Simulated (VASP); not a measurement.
# SiNi3 (Pm-3m) in VASP: further runs

Runs on SiNi3. Level: PBEsol. Tasks: single point.

Program: VASP 6.6.1. These are calculated values, not measurements. Logs are shortened: lines on timing, memory, paths and dates and some standing lists are left out, and cuts for length are marked.

### 1 The cell of the first run

It takes space group Pm-3m (No. 221, cubic). Conventional cell: a = 3.357 Å, b = 3.357 Å, c = 3.357 Å, α = 90.00°, β = 90.00°, γ = 90.00°. Si (site symmetry m-3m) has 12 Ni at 2.37 Å within 3.1 Å. Ni (site symmetry 4/mmm) has 4 Si at 2.37 Å and 8 Ni at 2.37 Å within 3.1 Å.

### 2 Single point, PBEsol (equal strain along all axes, cell held: -3.0 %)

File INCAR:

```
SYSTEM = SiNi3
PREC = Accurate ; ENCUT = 520
EDIFF = 1E-6 ; ISMEAR = 0
SIGMA = 0.1 ; LREAL = .False.
LASPH = .True. ; NELM = 60
ALGO = Fast ; ISIF = 2
LWAVE = .False. ; LCHARG = .True.
GGA = PS ; LELF = .True.
LVHAR = .True. ; NBANDS = 25
```

File KPOINTS:

```
Automatic mesh
0
Gamma
  16 16 16
  0 0 0
```

File POSCAR:

```
SiNi3
1.0
    3.3574083852      0.0000000000      0.0000000000
    0.0000000000      3.3574083852      0.0000000000
    0.0000000000      0.0000000000      3.3574083852
Si Ni
1 3
Direct
    0.0000000000      0.0000000000      0.0000000000
    0.0000000000      0.5000000000      0.5000000000
    0.5000000000      0.0000000000      0.5000000000
    0.5000000000      0.5000000000      0.0000000000
```

Potentials or basis: VASP PAW PBE potentials, release 64 (Si, Ni).

The run is started by

```sh
$ cat potpaw_PBE.64/Si/POTCAR potpaw_PBE.64/Ni/POTCAR > POTCAR
$ mpirun -np 1 vasp_std > vasp.out
```

OUTCAR:

```text
SYSTEM = SiNi3
   PREC = Accurate
   ENCUT = 520
   EDIFF = 1E-6
   ISMEAR = 0
   LREAL = .False.
   LASPH = .True.
   NELM = 60
   ISIF = 2
   GGA = PS

 ion  position               nearest neighbor table
   1  0.000  0.000  0.000-   2 2.37   3 2.37   4 2.37   2 2.37   3 2.37   2 2.37   4 2.37   2 2.37
                             3 2.37   4 2.37   3 2.37   4 2.37
   2  0.000  0.500  0.500-   1 2.37   3 2.37   4 2.37   1 2.37   4 2.37   1 2.37   3 2.37   1 2.37
                             3 2.37   4 2.37   4 2.37   3 2.37
   3  0.500  0.000  0.500-   1 2.37   2 2.37   4 2.37   1 2.37   4 2.37   2 2.37   4 2.37   4 2.37
                             1 2.37   2 2.37   1 2.37   2 2.37
   4  0.500  0.500  0.000-   1 2.37   2 2.37   3 2.37   2 2.37   3 2.37   1 2.37   3 2.37   3 2.37
                             1 2.37   2 2.37   2 2.37   1 2.37

  LATTYP: Found a simple cubic cell.
 ALAT       =     3.3574083852

  Lattice vectors:

 A1 = (   3.3574083852,   0.0000000000,   0.0000000000)
 A2 = (   0.0000000000,   3.3574083852,   0.0000000000)
 A3 = (   0.0000000000,   0.0000000000,   3.3574083852)

Analysis of symmetry for initial positions (statically):
=====================================================================
 Subroutine PRICEL returns:
 Original cell was already a primitive cell.

 Routine SETGRP: Setting up the symmetry group for a
 simple cubic supercell.

 Subroutine GETGRP returns: Found 48 space group operations
 (whereof 48 operations were pure point group operations)
 out of a pool of 48 trial point group operations.

The static configuration has the point symmetry O_h .

Analysis of symmetry for dynamics (positions and initial velocities):
=====================================================================
 Subroutine PRICEL returns:
 Original cell was already a primitive cell.

 Routine SETGRP: Setting up the symmetry group for a
 simple cubic supercell.

 Subroutine GETGRP returns: Found 48 space group operations
 (whereof 48 operations were pure point group operations)
 out of a pool of 48 trial point group operations.

The dynamic configuration has the point symmetry O_h .

 Subroutine INISYM returns: Found 48 space group operations
 (whereof 48 operations are pure point group operations),
 and found     1 'primitive' translations

----------------------------------------------------------------------------------------

                                     Primitive cell

  volume of cell :      37.8453

  direct lattice vectors                    reciprocal lattice vectors
     3.357408385  0.000000000  0.000000000     0.297848783  0.000000000  0.000000000
     0.000000000  3.357408385  0.000000000     0.000000000  0.297848783  0.000000000
     0.000000000  0.000000000  3.357408385     0.000000000  0.000000000  0.297848783

  length of vectors
     3.357408385  3.357408385  3.357408385     0.297848783  0.297848783  0.297848783

  position of ions in fractional coordinates (direct lattice)
     0.000000000  0.000000000  0.000000000
     0.000000000  0.500000000  0.500000000
     0.500000000  0.000000000  0.500000000
     0.500000000  0.500000000  0.000000000

  ion indices of the primitive-cell ions
   primitive index   ion index
                 1           1
                 2           2
                 3           3
                 4           4

----------------------------------------------------------------------------------------

 KPOINTS: Automatic mesh

Automatic generation of k-mesh.
 Grid dimensions read from file:
 generate k-points for:   16   16   16

 Generating k-lattice:

  Cartesian coordinates                     Fractional coordinates (reciprocal lattice)
     0.018615549  0.000000000  0.000000000     0.062500000  0.000000000  0.000000000
     0.000000000  0.018615549  0.000000000     0.000000000  0.062500000  0.000000000
     0.000000000  0.000000000  0.018615549     0.000000000  0.000000000  0.062500000

  Length of vectors
     0.018615549  0.018615549  0.018615549

  Shift w.r.t. Gamma in fractional coordinates (k-lattice)
     0.000000000  0.000000000  0.000000000

 Subroutine IBZKPT returns following result:
 ===========================================

 Found    165 irreducible k-points:

 Following reciprocal coordinates:
            Coordinates               Weight
  0.000000  0.000000  0.000000      1.000000
  0.062500  0.000000  0.000000      6.000000
  0.125000  0.000000  0.000000      6.000000
  0.187500  0.000000  0.000000      6.000000
  0.250000  0.000000  0.000000      6.000000
  0.312500  0.000000  0.000000      6.000000
[... 16 lines left out ...]
  0.437500  0.125000  0.000000     24.000000
  0.500000  0.125000  0.000000     12.000000
 [... further k-points ...]
   k-points           NKPTS =    165   k-points in BZ     NKDIM =    165   number of bands    NBANDS=     25
   number of dos      NEDOS =    301   number of ions     NIONS =      4
   total plane-waves  NPLWV =  21952
   dimension x,y,z NGX =    28 NGY =   28 NGZ =   28
   dimension x,y,z NGXF=    56 NGYF=   56 NGZF=   56
   ions per type =               1   3
   NGX,Y,Z   is equivalent  to a cutoff of  13.86, 13.86, 13.86 a.u.
   NGXF,Y,Z  is equivalent  to a cutoff of  27.73, 27.73, 27.73 a.u.
 SYSTEM =  SiNi3
   PREC   = accura    normal or accurate (medium, high low for compatibility)
   ISTART =      0    job   : 0-new  1-cont  2-samecut
   ICHARG =      2    charge: 1-file 2-atom 10-const
   ISPIN  =      1    spin polarized calculation?
   LNONCOLLINEAR =      F non collinear calculations
   LSORBIT =      F    spin-orbit coupling
   LASPH  =      T    aspherical Exc in radial PAW
   ENCUT  =  520.0 eV  38.22 Ry    6.18 a.u.   6.24  6.24  6.24*2*pi/ulx,y,z
   NELM   =     60;   NELMIN=  2; NELMDL= -5     # of ELM steps
   EDIFF  = 0.1E-05   stopping-criterion for ELM
   LREAL  =      F    real-space projection
   EDIFFG = 0.1E-04   stopping-criterion for IOM
   NSW    =      0    number of steps for IOM
   IBRION =     -1    ionic relax: 0-MD 1-quasi-New 2-CG
   NFREE  =      0    steps in history (QN), initial steepest desc. (CG)
   ISIF   =      2    stress and relaxation
   ISYM   =      2    0-nonsym 1-usesym 2-fastsym
   POTIM  = 0.5000    time-step for ionic-motion
   TEBEG  =    0.0;   TEEND  =   0.0 temperature during run
   PSTRESS=    0.0 pullay stress
   NELECT =      34.0000    total number of electrons
   NUPDOWN=      -1.0000    fix difference up-down
   EMIN   =  10.00;   EMAX   =-10.00  energy-range for DOS
   EFERMI =   0.00;   METHOD = LEGACY
   ISMEAR =     0;   SIGMA  =   0.10  broadening in eV -4-tet -1-fermi 0-gaus
   EFERMI_NEDOS =   21; number of points for ismear=-14 and -15
   IALGO  =     68    algorithm
   IMIX   =      4    mixing-type and parameters
     AMIX     =   0.40;   BMIX     =  1.00
     AMIX_MAG =   1.60;   BMIX_MAG =  1.00
  volume/ion in A,a.u.               =       9.46        63.85
  Fermi-wavevector in a.u.,A,eV,Ry     =   1.579660  2.985125 33.950969  2.495326
  Thomas-Fermi vector in A             =   2.680006
   LORBIT       =      0    0 simple, 1 ext, 2 COOP (PROOUT), +10 PAW based schemes
   GGA     = PS    functional components
   LHFCALC =     F    Hartree Fock is set to
   AEXX    =    0.0000 exact exchange contribution
   IVDW    =     0    specifies the selected vdW correction
   LEPSILON=     F    determine dielectric tensor
   LRPA    =     F    only Hartree local field effects (RPA)
 non-spin polarized calculation
 RMM-DIIS sequential band-by-band and
 Gauss-broadening in eV      SIGMA  =   0.10
  energy-cutoff  :      520.00
  volume of cell :       37.85
 maximum number of plane-waves:      1064
 NGX is ok and might be reduce to    28
   NGX = 13   NGY = 13   NGZ = 13

 number of electron      34.0000046 magnetization

 Free energy of the ion-electron system (eV)
  ---------------------------------------------------
  ext. energy  EPLUGINS =         0.00000000
  ---------------------------------------------------
  free energy    TOTEN  =       -26.01529064 eV

  energy without entropy =      -26.00630738  energy(sigma->0) =      -26.01079901

 E-fermi :  12.5789     XC(G=0): -13.9745

 val. band max:       12.5788632702   @ k =   0.3750   0.0625   0.0000
 cond. band min:      12.5795030557   @ k =   0.4375   0.0625   0.0000
 fundamental gap:      0.0006397855
 Fermi energy:        12.5789469075

 k-point     1 :       0.0000    0.0000    0.0000
  band No.  band energies     occupation
      1      -0.4294      2.00000
      2       6.7880      2.00000
      3       7.6611      2.00000
      4       7.6611      2.00000
      5       8.2748      2.00000
      6       8.2748      2.00000
[... 17 lines left out ...]
     24      24.1375      0.00000
     25      24.1375      0.00000

 k-point     2 :       0.0625    0.0000    0.0000
  band No.  band energies     occupation
      1      -0.3782      2.00000
      2       6.8065      2.00000
      3       7.5981      2.00000
      4       7.6993      2.00000
      5       8.2738      2.00000
      6       8.2738      2.00000
[... 17 lines left out ...]
     24      23.9800      0.00000
     25      24.0162      0.00000

 k-point     3 :       0.1250    0.0000    0.0000
  band No.  band energies     occupation
      1      -0.2255      2.00000
      2       6.8327      2.00000
      3       7.4226      2.00000
      4       7.8114      2.00000
      5       8.2693      2.00000
      6       8.2693      2.00000
[... 552 lines left out ...]
 k-point    23 :       0.4375    0.1250    0.0000
  band No.  band energies     occupation
      1       1.8700      2.00000
      2       4.3848      2.00000
      3       7.8000      2.00000
      4       8.0002      2.00000
      5       8.0980      2.00000
      6       8.8686      2.00000
[... 17 lines left out ...]
     24      22.1224      0.00000
     25      25.6186      0.00000

 k-point    24 :       0.5000    0.1250    0.0000
  band No.  band energies     occupation
      1       2.0779      2.00000
      2       4.1238      2.00000
      3       7.8347      2.00000
      4       8.0091      2.00000
      5       8.0909      2.00000
      6       8.8810      2.00000
[... 17 lines left out ...]
     24      22.0467      0.00000
     25      25.6783      0.00000

 [... further k-points ...]

------------------------ aborting loop because EDIFF is reached ----------------------------------------

  FORCE on cell =-STRESS in cart. coord.  units (eV):
  Direction    XX          YY          ZZ          XY          YZ          ZX
  --------------------------------------------------------------------------------------
  -------------------------------------------------------------------------------------
  Total        6.4888018      6.4888018      6.4888018      0.0000000     -0.0000000      0.0000000
  in kB      274.7024791    274.7024791    274.7024791      0.0000000     -0.0000000      0.0000000
  external PRESSURE =     274.7024791 kB  Pullay stress =       0.0000000 kB

 VOLUME and BASIS-vectors are now :
 -----------------------------------------------------------------------------
  energy-cutoff  :      520.00
  volume of cell :       37.85
      direct lattice vectors                 reciprocal lattice vectors
     3.357408385  0.000000000  0.000000000     0.297848783  0.000000000  0.000000000
     0.000000000  3.357408385  0.000000000     0.000000000  0.297848783  0.000000000
     0.000000000  0.000000000  3.357408385     0.000000000  0.000000000  0.297848783

 POSITION                                       TOTAL-FORCE (eV/Angst)
 -----------------------------------------------------------------------------------
      0.00000      0.00000      0.00000         0.000000      0.000000      0.000000
      0.00000      1.67870      1.67870         0.000000      0.000000      0.000000
      1.67870      0.00000      1.67870         0.000000      0.000000      0.000000
      1.67870      1.67870      0.00000         0.000000      0.000000      0.000000
 -----------------------------------------------------------------------------------
    total drift:                                0.000000      0.000000      0.000000

  FREE ENERGIE OF THE ION-ELECTRON SYSTEM (eV)
  ---------------------------------------------------
  free  energy   TOTEN  =       -26.0152906379 eV

  energy  without entropy=      -26.0063073844  energy(sigma->0) =      -26.01079901
```

It took 2.5 min on 1 thread of Intel Xeon Platinum 8259CL at 2.50GHz (Skylake/Cascade Lake), shared host; peak memory 0.25 GiB.

What came out:

```yaml
Free_energy: -26.0153 eV
Pressure: 27.5 GPa
Band_gap_on_the_k_mesh: zero (band 17 reaches 12.63 eV, above the bottom of band 18 at 12.34 eV)
```

Caveat: the cell differs from its parent crystal (equal strain along all axes, cell held: -3.0 %); the PAW data sets were made with another functional, which shifts forces and pressure a little. Spin polarisation is off, so any magnetic state and its effect on volume and gap are missing.

[end of part 1 of 2]
